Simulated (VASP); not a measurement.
# CuF3 (Pm-3m) in VASP: a series of runs

CuF3 is run at these levels: PBE+U; tasks: single point.

Everything below comes from runs of VASP 6.6.1. Logs are shortened: lines on timing, memory, paths and dates and some standing lists are left out, and cuts for length are marked.

## (1) The cell of the first run

It takes space group Pm-3m (No. 221, cubic). The conventional cell has a = 3.765 Å, b = 3.765 Å, c = 3.765 Å, α = 90.00°, β = 90.00°, γ = 90.00°. Cu (site symmetry m-3m) has 6 F at 1.88 Å within 2.5 Å. Within 2.5 Å of F (site symmetry 4/mmm) lie 2 Cu at 1.88 Å.

## (2) Single point, PBE+U, collinear spin, ferromagnetic start

INCAR

```
SYSTEM = CuF3
ALGO = Normal ; EDIFF = 1E-7
ENCUT = 520 ; GGA = PE
ISIF = 2 ; ISMEAR = 0
ISPIN = 2 ; LASPH = .TRUE.
LCHARG = .TRUE. ; LDAU = .TRUE.
LDAUJ = 0.5 0 ; LDAUL = 2 -1
LDAUPRINT = 1 ; LDAUTYPE = 1
LDAUU = 8 0 ; LELF = .TRUE.
LMAXMIX = 4 ; LORBIT = 11
LREAL = .FALSE. ; LVHAR = .TRUE.
LWAVE = .FALSE. ; MAGMOM = 2 0 0 0
NBANDS = 28 ; NELM = 150
PREC = Accurate ; SIGMA = 0.05
```

KPOINTS

```
k-points
0
G
  5 5 5
  0 0 0
```

POSCAR

```
CuF3
1.0
    3.7647689300      0.0000000000      0.0000000000
    0.0000000000      3.7647689300      0.0000000000
    0.0000000000      0.0000000000      3.7647689300
Cu F
1 3
Direct
    0.0000000000      0.0000000000      0.0000000000
    0.5000000000      0.0000000000      0.0000000000
    0.0000000000      0.0000000000      0.5000000000
    0.0000000000      0.5000000000      0.0000000000
```

Potentials or basis: VASP PAW PBE potentials, release 64 (Cu, F).

The run is started by

```bash
$ cat potpaw_PBE.64/Cu/POTCAR potpaw_PBE.64/F/POTCAR > POTCAR
$ mpirun -np 1 vasp_std > vasp.out
```

OUTCAR:

```text
SYSTEM = CuF3
   EDIFF = 1E-7
   ENCUT = 520
   GGA = PE
   ISIF = 2
   ISMEAR = 0
   ISPIN = 2
   LASPH = .TRUE.
   LORBIT = 11
   LREAL = .FALSE.
   NELM = 150
   PREC = Accurate

 ion  position               nearest neighbor table
   1  0.000  0.000  0.000-   2 1.88   3 1.88   4 1.88   3 1.88   4 1.88   2 1.88
   2  0.500  0.000  0.000-   1 1.88   1 1.88
   3  0.000  0.000  0.500-   1 1.88   1 1.88
   4  0.000  0.500  0.000-   1 1.88   1 1.88

  LATTYP: Found a simple cubic cell.
 ALAT       =     3.7647689300

  Lattice vectors:

 A1 = (   3.7647689300,   0.0000000000,   0.0000000000)
 A2 = (   0.0000000000,   3.7647689300,   0.0000000000)
 A3 = (   0.0000000000,   0.0000000000,   3.7647689300)

Analysis of symmetry for initial positions (statically):
=====================================================================
 Subroutine PRICEL returns:
 Original cell was already a primitive cell.

 Routine SETGRP: Setting up the symmetry group for a
 simple cubic supercell.

 Subroutine GETGRP returns: Found 48 space group operations
 (whereof 48 operations were pure point group operations)
 out of a pool of 48 trial point group operations.

The static configuration has the point symmetry O_h .

Analysis of symmetry for dynamics (positions and initial velocities):
=====================================================================
 Subroutine PRICEL returns:
 Original cell was already a primitive cell.

 Routine SETGRP: Setting up the symmetry group for a
 simple cubic supercell.

 Subroutine GETGRP returns: Found 48 space group operations
 (whereof 48 operations were pure point group operations)
 out of a pool of 48 trial point group operations.

The dynamic configuration has the point symmetry O_h .

Analysis of structural, dynamic, and magnetic symmetry:
=====================================================================
 Subroutine PRICEL returns:
 Original cell was already a primitive cell.

 Routine SETGRP: Setting up the symmetry group for a
 simple cubic supercell.

 Subroutine GETGRP returns: Found 48 space group operations
 (whereof 48 operations were pure point group operations)
 out of a pool of 48 trial point group operations.

The overall configuration has the point symmetry O_h .

 Subroutine INISYM returns: Found 48 space group operations
 (whereof 48 operations are pure point group operations),
 and found     1 'primitive' translations

----------------------------------------------------------------------------------------

                                     Primitive cell

  volume of cell :      53.3599

  direct lattice vectors                    reciprocal lattice vectors
     3.764768930  0.000000000  0.000000000     0.265620552  0.000000000  0.000000000
     0.000000000  3.764768930  0.000000000     0.000000000  0.265620552  0.000000000
     0.000000000  0.000000000  3.764768930     0.000000000  0.000000000  0.265620552

  length of vectors
     3.764768930  3.764768930  3.764768930     0.265620552  0.265620552  0.265620552

  position of ions in fractional coordinates (direct lattice)
     0.000000000  0.000000000  0.000000000
     0.500000000  0.000000000  0.000000000
     0.000000000  0.000000000  0.500000000
     0.000000000  0.500000000  0.000000000

  ion indices of the primitive-cell ions
   primitive index   ion index
                 1           1
                 2           2
                 3           3
                 4           4

----------------------------------------------------------------------------------------

 KPOINTS: k-points

[... 68 lines left out ...]
   EFERMI_NEDOS =   21; number of points for ismear=-14 and -15
   IALGO  =     38    algorithm
   IMIX   =      4    mixing-type and parameters
     AMIX     =   0.40;   BMIX     =  1.00
     AMIX_MAG =   1.60;   BMIX_MAG =  1.00
  volume/ion in A,a.u.               =      13.34        90.02
  Fermi-wavevector in a.u.,A,eV,Ry     =   1.380553  2.608867 25.931715  1.905927
  Thomas-Fermi vector in A             =   2.505420
   LORBIT       =     11    0 simple, 1 ext, 2 COOP (PROOUT), +10 PAW based schemes
 LDA+U is selected, type is set to LDAUTYPE =  1
   angular momentum for each species LDAUL =     2   -1
   U (eV)           for each species LDAUU =   8.0  0.0
   J (eV)           for each species LDAUJ =   0.5  0.0
   GGA     = PE    functional components
   LHFCALC =     F    Hartree Fock is set to
   AEXX    =    0.0000 exact exchange contribution
   IVDW    =     0    specifies the selected vdW correction
   LEPSILON=     F    determine dielectric tensor
   LRPA    =     F    only Hartree local field effects (RPA)
 spin polarized calculation
 Gauss-broadening in eV      SIGMA  =   0.05
  energy-cutoff  :      520.00
  volume of cell :       53.36
 maximum number of plane-waves:      1446
 NGX is ok and might be reduce to    28
   NGX = 13   NGY = 13   NGZ = 13

atom =   1  type =  1  l = 2

 onsite density matrix

spin component  1

  0.9929 -0.0000  0.0000 -0.0000  0.0000
 -0.0000  0.9929 -0.0000 -0.0000  0.0000
  0.0000 -0.0000  1.0455  0.0000 -0.0000
 -0.0000 -0.0000  0.0000  0.9929 -0.0000
  0.0000  0.0000 -0.0000 -0.0000  1.0455

spin component  2

  0.9931 -0.0000 -0.0000 -0.0000 -0.0000
 -0.0000  0.9931 -0.0000 -0.0000 -0.0000
 -0.0000 -0.0000  0.4016 -0.0000 -0.0000
 -0.0000 -0.0000 -0.0000  0.9931  0.0000
 -0.0000 -0.0000 -0.0000  0.0000  0.4016

 occupancies and eigenvectors

  o =  0.4016  v =  0.0000  0.0000  0.0000  0.0000  0.0000  0.0000  0.0000 -0.0906 -0.0000  0.9959      0.0000  0.0000  0.0000  0.0000  0.0000  0.0000  0.0000  0.0000  0.0000  0.0000
  o =  0.4016  v =  0.0000  0.0000  0.0000  0.0000  0.0000  0.0000  0.0000 -0.9959 -0.0000 -0.0906      0.0000  0.0000  0.0000  0.0000  0.0000  0.0000  0.0000  0.0000  0.0000  0.0000
  o =  0.9929  v =  0.0000 -0.9997  0.0000 -0.0262  0.0000  0.0000  0.0000  0.0000  0.0000  0.0000      0.0000  0.0000  0.0000  0.0000  0.0000  0.0000  0.0000  0.0000  0.0000  0.0000
  o =  0.9929  v =  1.0000  0.0000  0.0000  0.0000  0.0000  0.0000  0.0000  0.0000  0.0000  0.0000      0.0000  0.0000  0.0000  0.0000  0.0000  0.0000  0.0000  0.0000  0.0000  0.0000
  o =  0.9929  v =  0.0000  0.0262  0.0000 -0.9997 -0.0000  0.0000  0.0000  0.0000  0.0000  0.0000      0.0000  0.0000  0.0000  0.0000  0.0000  0.0000  0.0000  0.0000  0.0000  0.0000
  o =  0.9931  v =  0.0000  0.0000  0.0000  0.0000  0.0000  0.0000 -0.7535 -0.0000  0.6574  0.0000      0.0000  0.0000  0.0000  0.0000  0.0000  0.0000  0.0000  0.0000  0.0000  0.0000
  o =  0.9931  v =  0.0000  0.0000  0.0000  0.0000  0.0000  0.0000  0.6574  0.0000  0.7535 -0.0000      0.0000  0.0000  0.0000  0.0000  0.0000  0.0000  0.0000  0.0000  0.0000  0.0000
  o =  0.9931  v =  0.0000  0.0000  0.0000  0.0000  0.0000  1.0000  0.0000  0.0000  0.0000  0.0000      0.0000  0.0000  0.0000  0.0000  0.0000  0.0000  0.0000  0.0000  0.0000  0.0000
  o =  1.0455  v =  0.0000 -0.0000 -0.9927 -0.0000  0.1209  0.0000  0.0000  0.0000  0.0000  0.0000      0.0000  0.0000  0.0000  0.0000  0.0000  0.0000  0.0000  0.0000  0.0000  0.0000
  o =  1.0455  v =  0.0000  0.0000  0.1209 -0.0000  0.9927  0.0000  0.0000  0.0000  0.0000  0.0000      0.0000  0.0000  0.0000  0.0000  0.0000  0.0000  0.0000  0.0000  0.0000  0.0000

 number of electron      31.9999954 magnetization       2.0000016

 Free energy of the ion-electron system (eV)
  ---------------------------------------------------
  ext. energy  EPLUGINS =         0.00000000
  ---------------------------------------------------
  free energy    TOTEN  =       -11.92004701 eV

  energy without entropy =      -11.91546586  energy(sigma->0) =      -11.91775643

 E-fermi :  -2.5827     XC(G=0):  -8.9306

 val. band max:       -2.6063374427   @ k =   0.4000   0.4000   0.2000
 cond. band min:      -2.5779160396   @ k =   0.4000   0.4000   0.4000
 fundamental gap:      0.0284214030
 Fermi energy:        -2.5826877237

 spin component 1

 k-point     1 :       0.0000    0.0000    0.0000
  band No.  band energies     occupation
      1     -23.9841      1.00000
      2     -23.2139      1.00000
      3     -23.2139      1.00000
      4     -10.3167      1.00000
      5     -10.3167      1.00000
      6      -9.3745      1.00000
[... 299 lines left out ...]
     27      22.6218      0.00000
     28      22.6218      0.00000
 Fermi energy:        -2.5826877237

 spin component 2

 k-point     1 :       0.0000    0.0000    0.0000
  band No.  band energies     occupation
      1     -23.5733      1.00000
      2     -22.5436      1.00000
      3     -22.5436      1.00000
      4      -8.7941      1.00000
      5      -8.7940      1.00000
      6      -8.7934      1.00000
[... 299 lines left out ...]
     27      22.7031      0.00000
     28      22.7031      0.00000

------------------------ aborting loop because EDIFF is reached ----------------------------------------

  FORCE on cell =-STRESS in cart. coord.  units (eV):
  Direction    XX          YY          ZZ          XY          YZ          ZX
  --------------------------------------------------------------------------------------
  -------------------------------------------------------------------------------------
  Total        0.3100279      0.3100279      0.3100279     -0.0000000      0.0000000      0.0000000
  in kB        9.3088586      9.3088586      9.3088586     -0.0000000      0.0000000      0.0000000
  external PRESSURE =       9.3088586 kB  Pullay stress =       0.0000000 kB

 VOLUME and BASIS-vectors are now :
 -----------------------------------------------------------------------------
  energy-cutoff  :      520.00
  volume of cell :       53.36
      direct lattice vectors                 reciprocal lattice vectors
     3.764768930  0.000000000  0.000000000     0.265620552  0.000000000  0.000000000
     0.000000000  3.764768930  0.000000000     0.000000000  0.265620552  0.000000000
     0.000000000  0.000000000  3.764768930     0.000000000  0.000000000  0.265620552

 POSITION                                       TOTAL-FORCE (eV/Angst)
 -----------------------------------------------------------------------------------
      0.00000      0.00000      0.00000         0.000000      0.000000      0.000000
      1.88238      0.00000      0.00000         0.000000      0.000000      0.000000
      0.00000      0.00000      1.88238         0.000000      0.000000      0.000000
      0.00000      1.88238      0.00000         0.000000      0.000000      0.000000
 -----------------------------------------------------------------------------------
    total drift:                                0.000000      0.000000     -0.000000

  FREE ENERGIE OF THE ION-ELECTRON SYSTEM (eV)
  ---------------------------------------------------
  free  energy   TOTEN  =       -11.9200470084 eV

  energy  without entropy=      -11.9154658599  energy(sigma->0) =      -11.91775643

 total charge

# of ion       s       p       d       tot
------------------------------------------
    1        0.342   0.480   8.831   9.653
    2        1.736   4.341   0.000   6.077
    3        1.736   4.341   0.000   6.077
    4        1.736   4.341   0.000   6.077
--------------------------------------------------
tot          5.549  13.504   8.831  27.885

 magnetization (x)

# of ion       s       p       d       tot
------------------------------------------
    1        0.011   0.019   1.286   1.316
    2        0.006   0.212   0.000   0.218
    3        0.006   0.212   0.000   0.218
    4        0.006   0.212   0.000   0.218
--------------------------------------------------
tot          0.029   0.655   1.286   1.970
```

It took 73 s on 1 thread of AMD EPYC 7R13 (Zen 3), shared host; peak memory 0.14 GiB.

What came out:

```
Free energy                                           : -11.9200 eV
Pressure                                              : 0.9 GPa
Band gap on the k mesh                                : zero (filled and empty bands overlap)
Net moment                                            : 2.00 μB per cell
Site moments                                          : Cu +1.32; F +0.22 μB
Valence electrons inside the program's atomic spheres : Cu 9.65; F 6.08
```

Levels at points of the mesh, in eV from the Fermi level:
Spin up:
```csv
k point,band 14,band 15,band 16,band 17,band 18,band 19,band 20,band 21
"(0.00, 0.00, 0.00)",-0.96,-0.91,-0.91,-0.91,7.21,11.94,17.52,17.52
```
Spin down:
```
           k point  band 11  band 12  band 13  band 14  band 15  band 16  band 17  band 18  band 19  band 20
(0.00, 0.00, 0.00)    -0.65    -0.65    -0.58    -0.58    -0.58    -0.25    -0.25     7.42    12.16    17.59
```

Eigenvalues of the final occupation matrices:
```tsv
site	spin	trace	eigenvalues
site 1 d	1	5.07	0.99 0.99 0.99 1.05 1.05
site 1 d	2	3.78	0.40 0.40 0.99 0.99 0.99
```

Caveat: a cell with one magnetic atom can't hold antiferromagnetic order, which such compounds often take.

## (3) Single point, PBE+U, collinear spin, ferromagnetic start

INCAR

```
SYSTEM = CuF3
PREC = Accurate
ENCUT = 600
EDIFF = 1E-6
ISMEAR = 0
SIGMA = 0.05
LREAL = .FALSE.
LASPH = .TRUE.
NELM = 200
ALGO = Normal
ISIF = 2
LWAVE = .FALSE.
LCHARG = .FALSE.
ISPIN = 2
MAGMOM = 1.31 0.27 0.27 0.27
LORBIT = 11
LMAXMIX = 4
LDAU = .TRUE.
LDAUTYPE = 1
LDAUL = 2 -1
LDAUU = 8 0
LDAUJ = 0.5 0
LDAUPRINT = 1
GGA = PE
NBANDS = 28
GGA_COMPAT = .FALSE.
```

KPOINTS

```
Automatic mesh
0
G
  5 5 5
  0 0 0
```

POSCAR is that of step 2.

Potentials or basis: VASP PAW PBE potentials, release 64 (Cu, F).

The run is started by

```bash
$ cat potpaw_PBE.64/Cu/POTCAR potpaw_PBE.64/F/POTCAR > POTCAR
$ mpirun -np 1 vasp_std > vasp.out
```

Wall time 38 s (1 thread of Intel Xeon Platinum 8259CL at 2.50GHz (Skylake/Cascade Lake), shared host); peak memory 0.19 GiB.

Results (log left out):

```
Free energy                                           : -11.9260 eV
Pressure                                              : 0.7 GPa
Band gap on the k mesh                                : zero (filled and empty bands overlap)
Net moment                                            : 2.00 μB per cell
Site moments                                          : Cu +1.32; F +0.22 μB
Valence electrons inside the program's atomic spheres : Cu 9.65; F 6.08
```

Levels at points of the mesh, in eV from the Fermi level:
Spin up:
```
           k point  band 14  band 15  band 16  band 17  band 18  band 19  band 20  band 21
(0.00, 0.00, 0.00)    -0.96    -0.91    -0.91    -0.91     7.21    11.94    17.52    17.52
```
Spin down:
| k point | band 13 | band 14 | band 15 | band 16 | band 17 | band 18 |
| --- | --- | --- | --- | --- | --- | --- |
| (0.00, 0.00, 0.00) | -0.58 | -0.58 | -0.58 | -0.25 | -0.25 | 7.42 |

Eigenvalues of the final occupation matrices:
```
    site  spin  trace               eigenvalues
site 1 d     1   5.07  0.99 0.99 0.99 1.05 1.05
site 1 d     2   3.78  0.40 0.40 0.99 0.99 0.99
```

Caveat: a cell with one magnetic atom can't hold antiferromagnetic order, which such compounds often take. The state reached can hang on the start; a lower one may exist.

(Part 1 of 2 ends here.)
